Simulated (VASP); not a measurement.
# Pd (Pm-3m) in VASP: further runs

Runs on Pd. Level: LDA. Tasks: single point, relaxation of cell and atoms.

Program: VASP 6.6.1. These are calculated values, not measurements. Logs are shortened: lines on timing, memory, paths and dates and some standing lists are left out, and cuts for length are marked.

### 1 The cell of the first run

Symmetry: Pm-3m, No. 221, cubic system. The conventional cell has a = 2.538 Å, b = 2.538 Å, c = 2.538 Å, α = 90.00°, β = 90.00°, γ = 90.00°. Within 3.3 Å of Pd (site symmetry m-3m) lie 6 Pd at 2.54 Å.

### 2 Single point, LDA

INCAR

```
SYSTEM = Pd
ALGO = Normal
EDIFF = 1E-6
ENCUT = 520
ISIF = 2
ISMEAR = 1
LASPH = .True.
LCHARG = .False.
LREAL = .False.
LWAVE = .False.
NBANDS = 11
NELM = 80
PREC = Accurate
SIGMA = 0.1
```

KPOINTS

```
k-points
0
Gamma
  16 16 16
  0 0 0
```

POSCAR

```
Pd
1.0
    2.5382326231      0.0000000000      0.0000000000
    0.0000000000      2.5382326231      0.0000000000
    0.0000000000      0.0000000000      2.5382326231
Pd
1
Direct
    0.0000000000      0.0000000000      0.0000000000
```

Potentials or basis: VASP PAW LDA potentials, release 64 (Pd).

Run with:

```console
cat potpaw_LDA.64/Pd/POTCAR > POTCAR
mpirun -np 1 vasp_std > vasp.out
```

OUTCAR:

```text
SYSTEM = Pd
   EDIFF = 1E-6
   ENCUT = 520
   ISIF = 2
   ISMEAR = 1
   LASPH = .True.
   LREAL = .False.
   NELM = 80
   PREC = Accurate

 ion  position               nearest neighbor table
   1  0.000  0.000  0.000-

  LATTYP: Found a simple cubic cell.
 ALAT       =     2.5382326231

  Lattice vectors:

 A1 = (   2.5382326231,   0.0000000000,   0.0000000000)
 A2 = (   0.0000000000,   2.5382326231,   0.0000000000)
 A3 = (   0.0000000000,   0.0000000000,   2.5382326231)

Analysis of symmetry for initial positions (statically):
=====================================================================
 Subroutine PRICEL returns:
 Original cell was already a primitive cell.

 Routine SETGRP: Setting up the symmetry group for a
 simple cubic supercell.

 Subroutine GETGRP returns: Found 48 space group operations
 (whereof 48 operations were pure point group operations)
 out of a pool of 48 trial point group operations.

The static configuration has the point symmetry O_h .

Analysis of symmetry for dynamics (positions and initial velocities):
=====================================================================
 Subroutine PRICEL returns:
 Original cell was already a primitive cell.

 Routine SETGRP: Setting up the symmetry group for a
 simple cubic supercell.

 Subroutine GETGRP returns: Found 48 space group operations
 (whereof 48 operations were pure point group operations)
 out of a pool of 48 trial point group operations.

The dynamic configuration has the point symmetry O_h .

 Subroutine INISYM returns: Found 48 space group operations
 (whereof 48 operations are pure point group operations),
 and found     1 'primitive' translations

----------------------------------------------------------------------------------------

                                     Primitive cell

  volume of cell :      16.3529

  direct lattice vectors                    reciprocal lattice vectors
     2.538232623  0.000000000  0.000000000     0.393974922  0.000000000  0.000000000
     0.000000000  2.538232623  0.000000000     0.000000000  0.393974922  0.000000000
     0.000000000  0.000000000  2.538232623     0.000000000  0.000000000  0.393974922

  length of vectors
     2.538232623  2.538232623  2.538232623     0.393974922  0.393974922  0.393974922

  position of ions in fractional coordinates (direct lattice)
     0.000000000  0.000000000  0.000000000

  ion indices of the primitive-cell ions
   primitive index   ion index
                 1           1

----------------------------------------------------------------------------------------

 KPOINTS: k-points

Automatic generation of k-mesh.
 Grid dimensions read from file:
 generate k-points for:   16   16   16

 Generating k-lattice:

  Cartesian coordinates                     Fractional coordinates (reciprocal lattice)
     0.024623433  0.000000000  0.000000000     0.062500000  0.000000000  0.000000000
     0.000000000  0.024623433  0.000000000     0.000000000  0.062500000  0.000000000
     0.000000000  0.000000000  0.024623433     0.000000000  0.000000000  0.062500000

  Length of vectors
     0.024623433  0.024623433  0.024623433

  Shift w.r.t. Gamma in fractional coordinates (k-lattice)
     0.000000000  0.000000000  0.000000000

 Subroutine IBZKPT returns following result:
 ===========================================

 Found    165 irreducible k-points:

 Following reciprocal coordinates:
            Coordinates               Weight
  0.000000  0.000000  0.000000      1.000000
  0.062500  0.000000  0.000000      6.000000
  0.125000  0.000000  0.000000      6.000000
  0.187500  0.000000  0.000000      6.000000
  0.250000  0.000000  0.000000      6.000000
  0.312500  0.000000  0.000000      6.000000
[... 16 lines left out ...]
  0.437500  0.125000  0.000000     24.000000
  0.500000  0.125000  0.000000     12.000000
 [... further k-points ...]
   k-points           NKPTS =    165   k-points in BZ     NKDIM =    165   number of bands    NBANDS=     11
   number of dos      NEDOS =    301   number of ions     NIONS =      1
   total plane-waves  NPLWV =   8000
   dimension x,y,z NGX =    20 NGY =   20 NGZ =   20
   dimension x,y,z NGXF=    40 NGYF=   40 NGZF=   40
   ions per type =               1
   NGX,Y,Z   is equivalent  to a cutoff of  13.10, 13.10, 13.10 a.u.
   NGXF,Y,Z  is equivalent  to a cutoff of  26.20, 26.20, 26.20 a.u.
 SYSTEM =  Pd
   PREC   = accura    normal or accurate (medium, high low for compatibility)
   ISTART =      0    job   : 0-new  1-cont  2-samecut
   ICHARG =      2    charge: 1-file 2-atom 10-const
   ISPIN  =      1    spin polarized calculation?
   LNONCOLLINEAR =      F non collinear calculations
   LSORBIT =      F    spin-orbit coupling
   LASPH  =      T    aspherical Exc in radial PAW
   ENCUT  =  520.0 eV  38.22 Ry    6.18 a.u.   4.72  4.72  4.72*2*pi/ulx,y,z
   NELM   =     80;   NELMIN=  2; NELMDL= -5     # of ELM steps
   EDIFF  = 0.1E-05   stopping-criterion for ELM
   LREAL  =      F    real-space projection
   EDIFFG = 0.1E-04   stopping-criterion for IOM
   NSW    =      0    number of steps for IOM
   IBRION =     -1    ionic relax: 0-MD 1-quasi-New 2-CG
   NFREE  =      0    steps in history (QN), initial steepest desc. (CG)
   ISIF   =      2    stress and relaxation
   ISYM   =      2    0-nonsym 1-usesym 2-fastsym
   POTIM  = 0.5000    time-step for ionic-motion
   TEBEG  =    0.0;   TEEND  =   0.0 temperature during run
   PSTRESS=    0.0 pullay stress
   NELECT =      10.0000    total number of electrons
   NUPDOWN=      -1.0000    fix difference up-down
   EMIN   =  10.00;   EMAX   =-10.00  energy-range for DOS
   EFERMI =   0.00;   METHOD = LEGACY
   ISMEAR =     1;   SIGMA  =   0.10  broadening in eV -4-tet -1-fermi 0-gaus
   EFERMI_NEDOS =   21; number of points for ismear=-14 and -15
   IALGO  =     38    algorithm
   IMIX   =      4    mixing-type and parameters
     AMIX     =   0.40;   BMIX     =  1.00
     AMIX_MAG =   1.60;   BMIX_MAG =  1.00
  volume/ion in A,a.u.               =      16.35       110.35
  Fermi-wavevector in a.u.,A,eV,Ry     =   1.389558  2.625884 26.271108  1.930872
  Thomas-Fermi vector in A             =   2.513577
   LORBIT       =      0    0 simple, 1 ext, 2 COOP (PROOUT), +10 PAW based schemes
   GGA     = CA    functional components
   LHFCALC =     F    Hartree Fock is set to
   AEXX    =    0.0000 exact exchange contribution
   IVDW    =     0    specifies the selected vdW correction
   LEPSILON=     F    determine dielectric tensor
   LRPA    =     F    only Hartree local field effects (RPA)
 non-spin polarized calculation
 Methfessel and Paxton  Order N= 1 SIGMA  =   0.10
  energy-cutoff  :      520.00
  volume of cell :       16.35
 maximum number of plane-waves:       466
 NGX is ok and might be reduce to    20
   NGX =  9   NGY =  9   NGZ =  9

 number of electron      10.0000000 magnetization

 number of electron       9.9999996 magnetization

 Free energy of the ion-electron system (eV)
  ---------------------------------------------------
  ext. energy  EPLUGINS =         0.00000000
  ---------------------------------------------------
  free energy    TOTEN  =        -5.88433052 eV

  energy without entropy =       -5.88370270  energy(sigma->0) =       -5.88412125

 E-fermi :   8.2114     XC(G=0): -12.7653

 val. band max:        8.2077756745   @ k =   0.4375   0.3750   0.3750
 cond. band min:       8.2131622464   @ k =   0.1250   0.0625   0.0000
 fundamental gap:      0.0053865719
 Fermi energy:         8.2114310953

 k-point     1 :       0.0000    0.0000    0.0000
  band No.  band energies     occupation
      1       1.6000      2.00000
      2       3.0786      2.00000
      3       3.0786      2.00000
      4       8.2649      0.22255
      5       8.2649      0.22254
      6       8.2649      0.22254
      7      25.1414      0.00000
      8      25.1414      0.00000
      9      25.1414      0.00000
     10      32.0759      0.00000
     11      32.0775      0.00000

 k-point     2 :       0.0625    0.0000    0.0000
  band No.  band energies     occupation
      1       1.7084      2.00000
      2       3.0978      2.00000
      3       3.1697      2.00000
      4       8.1851      1.42942
      5       8.1851      1.42942
      6       8.2713      0.16133
      7      24.3037      0.00000
      8      25.3252      0.00000
      9      25.3252      0.00000
     10      31.7318      0.00000
     11      32.1289      0.00000

 k-point     3 :       0.1250    0.0000    0.0000
  band No.  band energies     occupation
      1       2.0046      2.00000
      2       3.1531      2.00000
      3       3.4594      2.00000
      4       7.9640      2.00260
      5       7.9640      2.00260
      6       8.2894      0.03092
      7      22.5352      0.00000
      8      25.8542      0.00000
      9      25.8542      0.00000
     10      30.8828      0.00000
     11      32.0810      0.00000

 k-point     4 :       0.1875    0.0000    0.0000
  band No.  band energies     occupation
      1       2.4075      2.00000
      2       3.2371      2.00000
      3       3.9901      2.00000
      4       7.6495      2.00000
      5       7.6495      2.00000
      6       8.3165     -0.05923
      7      20.5626      0.00000
      8      26.6700      0.00000
      9      26.6700      0.00000
     10      29.8357      0.00000
     11      31.9453      0.00000

 k-point     5 :       0.2500    0.0000    0.0000
  band No.  band energies     occupation
      1       2.8257      2.00000
      2       3.3383      2.00000
      3       4.7856      2.00000
      4       7.3001      2.00000
      5       7.3001      2.00000
      6       8.3487     -0.06546
      7      18.6298      0.00000
      8      27.6949      0.00000
      9      27.6949      0.00000
     10      28.8016      0.00000
     11      31.6566      0.00000
[... 211 lines left out ...]
 k-point    21 :       0.3125    0.1250    0.0000
  band No.  band energies     occupation
      1       3.4267      2.00000
      2       3.8846      2.00000
      3       5.4546      2.00000
      4       7.0117      2.00000
      5       7.1922      2.00000
      6       8.1068      2.05862
      7      17.2538      0.00000
      8      25.2522      0.00000
      9      28.7601      0.00000
     10      29.5835      0.00000
     11      32.8776      0.00000

 k-point    22 :       0.3750    0.1250    0.0000
  band No.  band energies     occupation
      1       3.6241      2.00000
      2       4.0987      2.00000
      3       5.5929      2.00000
      4       6.7504      2.00000
      5       7.9519      2.00150
      6       8.1388      1.93760
      7      15.5570      0.00000
      8      25.9280      0.00000
      9      28.3703      0.00000
     10      30.7927      0.00000
     11      31.5263      0.00000

 k-point    23 :       0.4375    0.1250    0.0000
  band No.  band energies     occupation
      1       3.7312      2.00000
      2       4.2949      2.00000
      3       5.4870      2.00000
      4       6.5817      2.00000
      5       8.1603      1.75206
      6       8.9725     -0.00000
      7      14.1569      0.00000
      8      26.3132      0.00000
      9      28.5022      0.00000
     10      30.2395      0.00000
     11      31.8959      0.00000

 k-point    24 :       0.5000    0.1250    0.0000
  band No.  band energies     occupation
      1       3.7652      2.00000
      2       4.3791      2.00000
      3       5.4232      2.00000
      4       6.5235      2.00000
      5       8.1680      1.66435
      6       9.5091     -0.00000
      7      13.5154      0.00000
      8      26.4010      0.00000
      9      29.1881      0.00000
     10      29.1907      0.00000
     11      32.4413      0.00000

 [... further k-points ...]
[... 5 lines left out ...]
  --------------------------------------------------------------------------------------
  -------------------------------------------------------------------------------------
  Total        0.0049151      0.0049151      0.0049151      0.0000000      0.0000000      0.0000000
  in kB        0.4815548      0.4815548      0.4815548      0.0000000      0.0000000      0.0000000
  external PRESSURE =       0.4815548 kB  Pullay stress =       0.0000000 kB

 VOLUME and BASIS-vectors are now :
 -----------------------------------------------------------------------------
  energy-cutoff  :      520.00
  volume of cell :       16.35
      direct lattice vectors                 reciprocal lattice vectors
     2.538232623  0.000000000  0.000000000     0.393974922  0.000000000  0.000000000
     0.000000000  2.538232623  0.000000000     0.000000000  0.393974922  0.000000000
     0.000000000  0.000000000  2.538232623     0.000000000  0.000000000  0.393974922

 POSITION                                       TOTAL-FORCE (eV/Angst)
 -----------------------------------------------------------------------------------
      0.00000      0.00000      0.00000         0.000000      0.000000      0.000000
 -----------------------------------------------------------------------------------
    total drift:                               -0.000000      0.000000      0.000000

  FREE ENERGIE OF THE ION-ELECTRON SYSTEM (eV)
  ---------------------------------------------------
  free  energy   TOTEN  =        -5.8843305207 eV

  energy  without entropy=       -5.8837027032  energy(sigma->0) =       -5.88412125
```

It took 8.5 s on 1 thread of Intel Xeon 6975P-C (Granite Rapids), shared host; peak memory 0.14 GiB.

What came out:

| Item | Value |
| --- | --- |
| Free energy | -5.8843 eV |
| Pressure | 0.0 GPa |
| Band gap on the k mesh | zero (band 5 reaches 9.63 eV, above the bottom of band 6 at 7.51 eV) |

Levels at points of the mesh, in eV from the Fermi level:
| k point | band 3 | band 4 | band 5 | band 6 | band 7 | band 8 |
| --- | --- | --- | --- | --- | --- | --- |
| (0.00, 0.00, 0.00) | -5.13 | 0.05 | 0.05 | 0.05 | 16.93 | 16.93 |
| (0.50, 0.00, 0.00) | -1.74 | -1.74 | 0.11 | 0.22 | 5.27 | 18.43 |
| (0.50, 0.50, 0.00) | -1.40 | -1.40 | 1.31 | 5.56 | 5.56 | 12.45 |
| (0.50, 0.50, 0.50) | -4.39 | 1.42 | 1.42 | 10.99 | 11.61 | 11.61 |

(Continued in part 2 of 2.)
